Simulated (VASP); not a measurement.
NbN: relaxation of the atoms with PBE

NbN:

```
CELL_PARAMETERS angstrom
0.00000 2.20903 2.20903
2.20903 0.00000 2.20903
2.20903 2.20903 0.00000
ATOMIC_POSITIONS crystal
Nb 0.50000 0.50000 0.50000
N 0.00000 0.00000 0.00000
```

```json
{"Program": "VASP 6.6.1", "Task": "relaxation of the atoms", "Functional": "PBE", "Potentials or basis": "VASP PAW PBE potentials, release 64 (Nb_sv, N)", "Cutoff": "520 eV", "k mesh": "18 × 18 × 18", "Occupations": "fermi-dirac, width 0.05 eV", "Spin": "collinear spin", "Starting moments": "[2.0, 0.0] μB", "Dipole correction": "no", "Further INCAR settings": "ALGO = Normal; EDIFF = 1e-07; IBRION = 2; EDIFFG = -0.02; NSW = 80"}
```

```
Pressure after relaxing                               : 0.1 GPa
Band gap on the k mesh                                : zero (filled and empty bands overlap)
Net moment                                            : 0.00 μB per cell
Valence electrons inside the program's atomic spheres : Nb 10.62; N 3.74
```

Final structure:
```cif
data_structure
_symmetry_space_group_name_H-M 'P 1'
_symmetry_Int_Tables_number 1
_cell_length_a 3.1240
_cell_length_b 3.1240
_cell_length_c 3.1240
_cell_angle_alpha 60.000
_cell_angle_beta 60.000
_cell_angle_gamma 60.000
_cell_volume 21.56
loop_
_atom_site_label
_atom_site_type_symbol
_atom_site_fract_x
_atom_site_fract_y
_atom_site_fract_z
_atom_site_occupancy
Nb1 Nb 0.50000 0.50000 0.50000 1
N1 N 0.00000 0.00000 0.00000 1
```

Levels at points of the mesh, in eV from the Fermi level:
Spin up:
```tsv
k point	band 7	band 8	band 9	band 10	band 11	band 12
(0.00, 0.00, 0.00)	-3.30	-3.30	-1.97	-1.97	-1.97	-0.15
(0.50, 0.00, 0.00)	-6.96	-6.96	1.43	1.43	1.92	4.47
(0.50, 0.50, 0.00)	-4.95	-3.97	-3.97	1.55	2.71	2.71
```
Spin down:
```tsv
k point	band 5	band 6	band 7	band 8	band 9	band 10	band 11	band 12	band 13	band 14
(0.00, 0.00, 0.00)	-17.52	-3.30	-3.30	-3.30	-1.97	-1.97	-1.97	-0.15	-0.15	3.06
(0.50, 0.00, 0.00)	-15.06	-9.03	-6.96	-6.96	1.43	1.43	1.92	4.47	6.63	6.63
(0.50, 0.50, 0.00)	-16.81	-5.73	-4.95	-3.97	-3.97	1.55	2.71	2.71	3.89	9.34
```

It took 25 s on 4 MPI ranks on Intel(R) Xeon(R) Platinum 8175M CPU @ 2.50GHz (Skylake/Cascade Lake), with other jobs on the host, peak memory 0.21 GiB a rank.

Caveat: the relaxation stopped at its first step, so nothing moved.
